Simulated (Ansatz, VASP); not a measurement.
## Two plane-wave programs on In2Sb

File POSCAR:

```
In2Sb
1.0
    5.3799042018      0.0000000000      0.0000000000
   -2.6899521009      4.6591337087      0.0000000000
    0.0000000000      0.0000000000      6.7225520000
In Sb
4 2
Direct
    0.6666666667      0.3333333333      0.2500000000
    0.3333333333      0.6666666667      0.7500000000
    0.0000000000      0.0000000000      0.5000000000
    0.0000000000      0.0000000000      0.0000000000
    0.6666666667      0.3333333333      0.7500000000
    0.3333333333      0.6666666667      0.2500000000
```

File INCAR.step1:

```
PREC = Accurate
ENCUT = 520
ISMEAR = 0
SIGMA = 0.1
LREAL = False
LASPH = True
NELM = 100
NBANDS = 40
GGA = PE
ALGO = Normal
EDIFF = 1E-4
LWAVE = True
LCHARG = False
```

File INCAR.step2:

```
PREC = Accurate
ENCUT = 520
EDIFF = 1E-6
ISMEAR = 0
SIGMA = 0.1
LREAL = False
LASPH = True
NELM = 100
ALGO = Normal
ISIF = 2
LWAVE = False
LCHARG = True
METAGGA = R2SCAN
LMIXTAU = True
LELF = True
LVHAR = True
NBANDS = 40
ISTART = 1
```

File KPOINTS:

```
Automatic mesh
0
Gamma
  1 1 1
```

Input for Ansatz:

```yaml
crystal:
  lattice:
    - [5.3799042018, 0.0, 0.0]
    - [-2.6899521009, 4.6591337087, 0.0]
    - [0.0, 0.0, 6.722552]
  atoms:
    - { symbol: In, position: [0.6666666667, 0.3333333333, 0.25] }
    - { symbol: In, position: [0.3333333333, 0.6666666667, 0.75] }
    - { symbol: In, position: [0.0, 0.0, 0.5] }
    - { symbol: In, position: [0.0, 0.0, 0.0] }
    - { symbol: Sb, position: [0.6666666667, 0.3333333333, 0.75] }
    - { symbol: Sb, position: [0.3333333333, 0.6666666667, 0.25] }
basis:
  ecutwfc: 500
kpoints:
  mp_grid: { grid: [1, 1, 1] }
hamiltonian:
  xc: r2scan
scf:
  occupations: { method: gaussian, width: 0.1 }
output:
  forces: true
  stress: true
  eigenvalues: true
```

Alike in both runs: task single point; functional r2SCAN; k mesh 1 × 1 × 1; occupations gaussian, width 0.1 eV; no spin polarisation.

|  | VASP | Ansatz |
| --- | --- | --- |
| version | VASP 6.6.1 | Ansatz 0.2.0 |
| potentials or method | VASP PAW PBE potentials, release 64 (In_d, Sb), cutoff 520 eV | scalar-relativistic, plane waves, PAW |
| valence electrons in the cell | 62 | 82 |

|  | VASP | Ansatz | Ansatz less VASP |
| --- | --- | --- | --- |
| gap on the k mesh at the Fermi level (eV) | 0.16 | 0.17 | +0.005 |
| least direct gap on the mesh (eV) | 0.16 | 0.17 | +0.005 |
| pressure (GPa) | 11.3 | 11.2 | -0.11 |
| traceless stress, the component that is largest in VASP (GPa) | -31.45 | -31.34 | +0.107 |

VASP's potentials were made for PBE, not for r2SCAN. With one functional, cell and mesh, what is left measures potentials, basis and numerics. VASP's potentials hold 62 valence electrons a cell and Ansatz's 82, so a difference there can come from the potentials and not from the codes.

The k mesh is coarse, so the values compare programs but aren't converged. Spin-orbit coupling is off throughout.
